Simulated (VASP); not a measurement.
# MgO (Fm-3m) in VASP: a series of runs

MgO is run at these levels: revPBE+D3(BJ), revPBE+D4, BLYP+D3(BJ), BLYP+D4, PBEsol+D3(BJ); tasks: single point, relaxation of cell and atoms.

Program: VASP 6.6.1. These are calculated values, not measurements. Logs are shortened: lines on timing, memory, paths and dates and some standing lists are left out, and cuts for length are marked.

## 1. The cell of the first run

It takes space group Fm-3m (No. 225, cubic). Conventional cell: a = 4.197 Å, b = 4.197 Å, c = 4.197 Å, α = 90.00°, β = 90.00°, γ = 90.00°. Within 2.8 Å of Mg (site symmetry m-3m) lie 6 O at 2.10 Å. Within 2.8 Å of O (site symmetry m-3m) lie 6 Mg at 2.10 Å.

## 2. Single point, revPBE+D3(BJ)

Input file INCAR:

```
SYSTEM = MgO
ALGO     = Normal         ! electronic algorithm
EDIFF    = 1E-6           ! SCF threshold, eV
ENCUT    = 520            ! plane-wave cutoff, eV
GGA      = RE             ! functional
ISIF     = 2              ! what is computed and relaxed
ISMEAR   = -1             ! smearing method
IVDW     = 12             ! dispersion correction
LASPH    = .TRUE.         ! aspherical terms in the spheres
LCHARG   = .FALSE.        ! write CHGCAR
LREAL    = .FALSE.        ! projectors in reciprocal space
LWAVE    = .FALSE.        ! write WAVECAR
NBANDS   = 11             ! bands
NELM     = 60             ! most SCF steps
PREC     = Accurate       ! precision mode
SIGMA    = 0.05           ! smearing width, eV
```

Input file KPOINTS:

```
k-points
0
G
  11 11 11
  0 0 0
```

Input file POSCAR:

```
MgO
1.0
    0.0000000000      2.0984008937      2.0984008937
    2.0984008937      0.0000000000      2.0984008937
    2.0984008937      2.0984008937      0.0000000000
Mg O
1 1
Direct
    0.0000000000      0.0000000000      0.0000000000
    0.5000000000      0.5000000000      0.5000000000
```

Potentials or basis: VASP PAW PBE potentials, release 64 (Mg, O).

On the command line:

```
$ cat potpaw_PBE.64/Mg/POTCAR potpaw_PBE.64/O/POTCAR > POTCAR
$ mpirun -np 1 vasp_std > vasp.out
```

OUTCAR:

```text
SYSTEM = MgO
   EDIFF = 1E-6
   ENCUT = 520
   GGA = RE
   ISIF = 2
   ISMEAR = -1
   IVDW = 12
   LASPH = .TRUE.
   LREAL = .FALSE.
   NELM = 60
   PREC = Accurate
 IVDW          = 12

 ion  position               nearest neighbor table
   1  0.000  0.000  0.000-   2 2.10   2 2.10   2 2.10   2 2.10   2 2.10   2 2.10
   2  0.500  0.500  0.500-   1 2.10   1 2.10   1 2.10   1 2.10   1 2.10   1 2.10

  LATTYP: Found a face centered cubic cell.
 ALAT       =     4.1968017874

  Lattice vectors:

 A1 = (   0.0000000000,   2.0984008937,   2.0984008937)
 A2 = (   2.0984008937,   0.0000000000,   2.0984008937)
 A3 = (   2.0984008937,   2.0984008937,   0.0000000000)

Analysis of symmetry for initial positions (statically):
=====================================================================
 Subroutine PRICEL returns:
 Original cell was already a primitive cell.

 Routine SETGRP: Setting up the symmetry group for a
 face centered cubic supercell.

 Subroutine GETGRP returns: Found 48 space group operations
 (whereof 48 operations were pure point group operations)
 out of a pool of 48 trial point group operations.

The static configuration has the point symmetry O_h .

Analysis of symmetry for dynamics (positions and initial velocities):
=====================================================================
 Subroutine PRICEL returns:
 Original cell was already a primitive cell.

 Routine SETGRP: Setting up the symmetry group for a
 face centered cubic supercell.

 Subroutine GETGRP returns: Found 48 space group operations
 (whereof 48 operations were pure point group operations)
 out of a pool of 48 trial point group operations.

The dynamic configuration has the point symmetry O_h .

 Subroutine INISYM returns: Found 48 space group operations
 (whereof 48 operations are pure point group operations),
 and found     1 'primitive' translations

----------------------------------------------------------------------------------------

                                     Primitive cell

  volume of cell :      18.4797

  direct lattice vectors                    reciprocal lattice vectors
     0.000000000  2.098400894  2.098400894    -0.238276681  0.238276681  0.238276681
     2.098400894  0.000000000  2.098400894     0.238276681 -0.238276681  0.238276681
     2.098400894  2.098400894  0.000000000     0.238276681  0.238276681 -0.238276681

  length of vectors
     2.967587003  2.967587003  2.967587003     0.412707317  0.412707317  0.412707317

  position of ions in fractional coordinates (direct lattice)
     0.000000000  0.000000000  0.000000000
     0.500000000  0.500000000  0.500000000

  ion indices of the primitive-cell ions
   primitive index   ion index
                 1           1
                 2           2

----------------------------------------------------------------------------------------

 KPOINTS: k-points

Automatic generation of k-mesh.
 Grid dimensions read from file:
 generate k-points for:   11   11   11

 Generating k-lattice:

  Cartesian coordinates                     Fractional coordinates (reciprocal lattice)
    -0.021661516  0.021661516  0.021661516     0.090909091  0.000000000  0.000000000
     0.021661516 -0.021661516  0.021661516     0.000000000  0.090909091  0.000000000
     0.021661516  0.021661516 -0.021661516     0.000000000  0.000000000  0.090909091

  Length of vectors
     0.037518847  0.037518847  0.037518847

  Shift w.r.t. Gamma in fractional coordinates (k-lattice)
     0.000000000  0.000000000  0.000000000

 Subroutine IBZKPT returns following result:
 ===========================================

 Found     56 irreducible k-points:

 Following reciprocal coordinates:
            Coordinates               Weight
  0.000000  0.000000  0.000000      1.000000
  0.090909  0.000000  0.000000      8.000000
  0.181818  0.000000  0.000000      8.000000
  0.272727  0.000000  0.000000      8.000000
  0.363636  0.000000  0.000000      8.000000
  0.454545  0.000000  0.000000      8.000000
[... 16 lines left out ...]
 -0.272727  0.181818  0.000000     24.000000
 -0.181818  0.181818  0.000000     12.000000
 [... further k-points ...]
   k-points           NKPTS =     56   k-points in BZ     NKDIM =     56   number of bands    NBANDS=     11
   number of dos      NEDOS =    301   number of ions     NIONS =      2
   total plane-waves  NPLWV =  13824
   dimension x,y,z NGX =    24 NGY =   24 NGZ =   24
   dimension x,y,z NGXF=    48 NGYF=   48 NGZF=   48
   ions per type =               1   1
   NGX,Y,Z   is equivalent  to a cutoff of  13.44, 13.44, 13.44 a.u.
   NGXF,Y,Z  is equivalent  to a cutoff of  26.89, 26.89, 26.89 a.u.
 SYSTEM =  MgO
   PREC   = accura    normal or accurate (medium, high low for compatibility)
   ISTART =      0    job   : 0-new  1-cont  2-samecut
   ICHARG =      2    charge: 1-file 2-atom 10-const
   ISPIN  =      1    spin polarized calculation?
   LNONCOLLINEAR =      F non collinear calculations
   LSORBIT =      F    spin-orbit coupling
   LASPH  =      T    aspherical Exc in radial PAW
   ENCUT  =  520.0 eV  38.22 Ry    6.18 a.u.   5.52  5.52  5.52*2*pi/ulx,y,z
   NELM   =     60;   NELMIN=  2; NELMDL= -5     # of ELM steps
   EDIFF  = 0.1E-05   stopping-criterion for ELM
   LREAL  =      F    real-space projection
   EDIFFG = 0.1E-04   stopping-criterion for IOM
   NSW    =      0    number of steps for IOM
   IBRION =     -1    ionic relax: 0-MD 1-quasi-New 2-CG
   NFREE  =      0    steps in history (QN), initial steepest desc. (CG)
   ISIF   =      2    stress and relaxation
   ISYM   =      2    0-nonsym 1-usesym 2-fastsym
   POTIM  = 0.5000    time-step for ionic-motion
   TEBEG  =    0.0;   TEEND  =   0.0 temperature during run
   PSTRESS=    0.0 pullay stress
   NELECT =       8.0000    total number of electrons
   NUPDOWN=      -1.0000    fix difference up-down
   EMIN   =  10.00;   EMAX   =-10.00  energy-range for DOS
   EFERMI =   0.00;   METHOD = LEGACY
   ISMEAR =    -1;   SIGMA  =   0.05  broadening in eV -4-tet -1-fermi 0-gaus
   EFERMI_NEDOS =   21; number of points for ismear=-14 and -15
   IALGO  =     38    algorithm
   IMIX   =      4    mixing-type and parameters
     AMIX     =   0.40;   BMIX     =  1.00
     AMIX_MAG =   1.60;   BMIX_MAG =  1.00
  volume/ion in A,a.u.               =       9.24        62.35
  Fermi-wavevector in a.u.,A,eV,Ry     =   1.238434  2.340302 20.867527  1.533720
  Thomas-Fermi vector in A             =   2.372960
   LORBIT       =      0    0 simple, 1 ext, 2 COOP (PROOUT), +10 PAW based schemes
   GGA     = RE    functional components
   LHFCALC =     F    Hartree Fock is set to
   AEXX    =    0.0000 exact exchange contribution
   IVDW    =    12    specifies the selected vdW correction
   LEPSILON=     F    determine dielectric tensor
   LRPA    =     F    only Hartree local field effects (RPA)
 non-spin polarized calculation
  energy-cutoff  :      520.00
  volume of cell :       18.48
 maximum number of plane-waves:       531
 NGX is ok and might be reduce to    24
   NGX = 11   NGY = 11   NGZ = 11

 number of electron       8.0000004 magnetization

 Free energy of the ion-electron system (eV)
  ---------------------------------------------------
  ext. energy  EPLUGINS =         0.00000000
  ---------------------------------------------------
  free energy    TOTEN  =       -11.29326164 eV

  energy without entropy =      -11.29326164  energy(sigma->0) =      -11.29326164

 E-fermi :   4.3526     XC(G=0): -10.9570

 val. band max:        3.3904726451   @ k =   0.0000   0.0000   0.0000
 cond. band min:       8.3048498186   @ k =   0.0000   0.0000   0.0000
 fundamental gap:      4.9143771736
 Fermi energy:         4.3526427107

 k-point     1 :       0.0000    0.0000    0.0000
  band No.  band energies     occupation
      1     -13.9846      2.00000
      2       3.3905      2.00000
      3       3.3905      2.00000
      4       3.3905      2.00000
      5       8.3048      0.00000
      6      19.3530      0.00000
      7      19.3530      0.00000
      8      19.3530      0.00000
      9      23.2540      0.00000
     10      25.0878      0.00000
     11      25.0878      0.00000

 k-point     2 :       0.0909    0.0000    0.0000
  band No.  band energies     occupation
      1     -13.8962      2.00000
      2       2.8440      2.00000
      3       3.3335      2.00000
      4       3.3335      2.00000
      5       8.8328      0.00000
      6      18.2515      0.00000
      7      19.5579      0.00000
      8      19.5579      0.00000
      9      24.4815      0.00000
     10      24.4815      0.00000
     11      24.7330      0.00000

 k-point     3 :       0.1818    0.0000    0.0000
  band No.  band energies     occupation
      1     -13.6492      2.00000
      2       1.6751      2.00000
      3       3.1848      2.00000
      4       3.1848      2.00000
      5       9.9066      0.00000
      6      16.8020      0.00000
      7      20.0168      0.00000
      8      20.0168      0.00000
      9      23.7708      0.00000
     10      23.7708      0.00000
     11      26.0067      0.00000

 k-point     4 :       0.2727    0.0000    0.0000
  band No.  band energies     occupation
      1     -13.3007      2.00000
      2       0.4314      2.00000
      3       2.9985      2.00000
      4       2.9985      2.00000
      5      10.8557      0.00000
      6      16.0005      0.00000
      7      20.2602      0.00000
      8      20.2602      0.00000
      9      23.9111      0.00000
     10      23.9111      0.00000
     11      25.5783      0.00000
[... 239 lines left out ...]
 k-point    22 :      -0.3636    0.1818    0.0000
  band No.  band energies     occupation
      1     -12.6491      2.00000
      2      -0.6289      2.00000
      3       1.6521      2.00000
      4       2.6459      2.00000
      5      12.7594      0.00000
      6      15.7893      0.00000
      7      17.7456      0.00000
      8      20.7385      0.00000
      9      24.5017      0.00000
     10      25.0707      0.00000
     11      28.3320      0.00000

 k-point    23 :      -0.2727    0.1818    0.0000
  band No.  band energies     occupation
      1     -12.8861      2.00000
      2      -0.1217      2.00000
      3       1.8307      2.00000
      4       2.8227      2.00000
      5      12.4624      0.00000
      6      15.4441      0.00000
      7      18.3093      0.00000
      8      21.0360      0.00000
      9      23.1707      0.00000
     10      25.0237      0.00000
     11      28.4651      0.00000

 k-point    24 :      -0.1818    0.1818    0.0000
  band No.  band energies     occupation
      1     -13.1959      2.00000
      2       0.5310      2.00000
      3       2.2717      2.00000
      4       3.0117      2.00000
      5      11.6108      0.00000
      6      15.5802      0.00000
      7      19.1148      0.00000
      8      21.5844      0.00000
      9      21.6404      0.00000
     10      24.9085      0.00000
     11      28.2816      0.00000

 [... further k-points ...]

------------------------ aborting loop because EDIFF is reached ----------------------------------------

 Edisp (eV)   -1.15781

 E8    (eV) :    -0.7682

  FORCE on cell =-STRESS in cart. coord.  units (eV):
  Direction    XX          YY          ZZ          XY          YZ          ZX
  --------------------------------------------------------------------------------------
  -------------------------------------------------------------------------------------
  Total      -0.10318    -0.10318    -0.10318     0.00000     0.00000     0.00000
  in kB      -8.94524    -8.94524    -8.94524     0.00000     0.00000     0.00000
  external pressure =       -8.95 kB  Pullay stress =        0.00 kB

 VOLUME and BASIS-vectors are now :
 -----------------------------------------------------------------------------
  energy-cutoff  :      520.00
  volume of cell :       18.48
      direct lattice vectors                 reciprocal lattice vectors
     0.000000000  2.098400894  2.098400894    -0.238276681  0.238276681  0.238276681
     2.098400894  0.000000000  2.098400894     0.238276681 -0.238276681  0.238276681
     2.098400894  2.098400894  0.000000000     0.238276681  0.238276681 -0.238276681

 POSITION                                       TOTAL-FORCE (eV/Angst)
 -----------------------------------------------------------------------------------
      0.00000      0.00000      0.00000         0.000000     -0.000000      0.000000
      2.09840      2.09840      2.09840        -0.000000      0.000000      0.000000
 -----------------------------------------------------------------------------------
    total drift:                               -0.000000     -0.000000      0.000000

  FREE ENERGIE OF THE ION-ELECTRON SYSTEM (eV)
  ---------------------------------------------------
  free  energy   TOTEN  =       -12.4510728065 eV

  energy  without entropy=      -12.4510728064  energy(sigma->0) =      -12.45107281
```

It took 5.7 s on 1 thread of Intel Xeon 6975P-C (Granite Rapids), shared host; peak memory 0.15 GiB.

What came out:

```yaml
Free_energy: -12.4511 eV
Pressure: -0.9 GPa
Band_gap_on_the_k_mesh: 4.91 eV, direct
Dispersion_energy_per_atom: -0.579 eV
```

Levels at points of the mesh, in eV from the valence-band top:
```csv
k point,band 1,band 2,band 3,band 4,band 5,band 6,band 7,band 8,band 9
"(0.00, 0.00, 0.00)",-17.38,0.00,0.00,0.00,4.91,15.96,15.96,15.96,19.86
```

Caveat: the PAW data sets were made with another functional, which shifts forces and pressure a little.

(Part 1 of 2 ends here.)
